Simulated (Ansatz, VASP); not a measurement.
**NiGe in VASP and in Ansatz**

File INCAR:

```
PREC = Accurate
ENCUT = 600
EDIFF = 1E-6
ISMEAR = 0
SIGMA = 0.1
LREAL = F
LASPH = T
NELM = 80
ALGO = Normal
ISIF = 3
LWAVE = F
LCHARG = F
GGA = PE
IBRION = 2
NSW = 100
EDIFFG = -0.05
```

File KPOINTS:

```
regular mesh
0
Gamma
  6 6 6
```

The input POSCAR:

```
NiGe
1.0
    0.0000000000      2.5377763786      2.5377763786
    2.5377763786      0.0000000000      2.5377763786
    2.5377763786      2.5377763786      0.0000000000
Ni Ge
1 1
Direct
    0.0000000000      0.0000000000      0.0000000000
    0.2500000000      0.2500000000      0.2500000000
```

Input for Ansatz:

```yaml
crystal:
  lattice:
    - [0.0, 2.5377763786, 2.5377763786]
    - [2.5377763786, 0.0, 2.5377763786]
    - [2.5377763786, 2.5377763786, 0.0]
  atoms:
    - { symbol: Ni, position: [0.0, 0.0, 0.0] }
    - { symbol: Ge, position: [0.25, 0.25, 0.25] }
basis:
  ecutwfc: 420
kpoints:
  mp_grid: { grid: [6, 6, 6] }
hamiltonian:
  xc: pbe
scf:
  occupations: { method: gaussian, width: 0.1 }
output:
  forces: true
  stress: true
  eigenvalues: true
relax:
  adjacent_minimum: "off"
  f_tol: 0.05
  max_steps: 80
  cell: { stress_tol: 0.5 }
```

Alike in both runs: task relaxation of cell and atoms; functional PBE; k mesh 6 × 6 × 6; occupations gaussian, width 0.1 eV; no spin polarisation.

|  | VASP | Ansatz |
| --- | --- | --- |
| version | VASP 6.6.1 | Ansatz 0.2.0 |
| potentials or method | VASP PAW PBE potentials, release 64 (Ni, Ge_d), cutoff 600 eV | scalar-relativistic, plane waves, PAW |
| valence electrons in the cell | 24 | 32 |

VASP gave:

```
gap on the k mesh at the Fermi level, each at its own relaxed structure (eV) : none
relaxed volume (Å³/atom)                                                     : 18.97
relaxed cell length with the largest relative difference (Å)                 : 3.772
```

**Question.** Which values does Ansatz return?

**Answer.** gap on the k mesh at the Fermi level, each at its own relaxed structure (eV): none; relaxed volume (Å³/atom): 18.89; relaxed cell length with the largest relative difference (Å): 3.766.

A gap of «none» marks a metal or a gap that the smearing closes. VASP's potentials hold 24 valence electrons a cell and Ansatz's 32, so a difference there can come from the potentials and not from the codes.

Noted on VASP's run: the volume moved by over 15 % at a fixed basis, so the end points are rough.
